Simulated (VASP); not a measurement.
Set up this calculation in VASP 6.6.1, as the native input.

* Task: single point
* Functional: PBE
* Potentials or basis: VASP PAW PBE potentials, release 64 (Cd, Te, O)
* Cutoff: 600 eV
* k mesh: 4 × 4 × 4
* Occupations: gaussian, width 0.1 eV
* Spin: no spin polarisation
* Dipole correction: no
* Further INCAR settings: ALGO = Normal; EDIFF = 1e-06; NBANDS = 26

The structure of Cd2TeO lies in POSCAR:

```
Cd2TeO
1.0
    3.0340250300     -3.1835409600      0.0000000000
    3.0340250300      3.1835409600      0.0000000000
    0.0000000000      0.0000000000      4.8491800000
Cd Te O
2 1 1
Direct
    0.5000000000      0.5000000000      0.5000000000
    0.5000000000      0.5000000000      0.0000000000
    0.0000000000      0.0000000000      0.5000000000
    0.0000000000      0.0000000000      0.0000000000
```

The input as run:

INCAR

```
SYSTEM = Cd2TeO
  ALGO = Normal
  EDIFF = 1E-6
  ENCUT = 600
  GGA = PE
  GGA_COMPAT = .False.
  ISIF = 2
  ISMEAR = 0
  LASPH = .True.
  LCHARG = .False.
  LREAL = .False.
  LWAVE = .False.
  NBANDS = 26
  NELM = 120
  PREC = Accurate
  SIGMA = 0.1
```

KPOINTS

```
k-points
0
Gamma
  4 4 4
  0 0 0
```

Potentials or basis: VASP PAW PBE potentials, release 64 (Cd, Te, O).

Command:

```bash
$ cat potpaw_PBE.64/Cd/POTCAR potpaw_PBE.64/Te/POTCAR potpaw_PBE.64/O/POTCAR > POTCAR
$ mpirun -np 1 vasp_std > vasp.out
```

Results of the run:

```
Pressure               : 3.1 GPa
Band gap on the k mesh : zero (band 18 reaches 3.38 eV, above the bottom of band 19 at 1.54 eV)
```

Caveat: spin-orbit coupling is left out, which moves the levels of the heavy elements.

Wall time 42 s on 1 thread of Intel Xeon 6975P-C, on a shared host, peak memory 0.25 GiB.
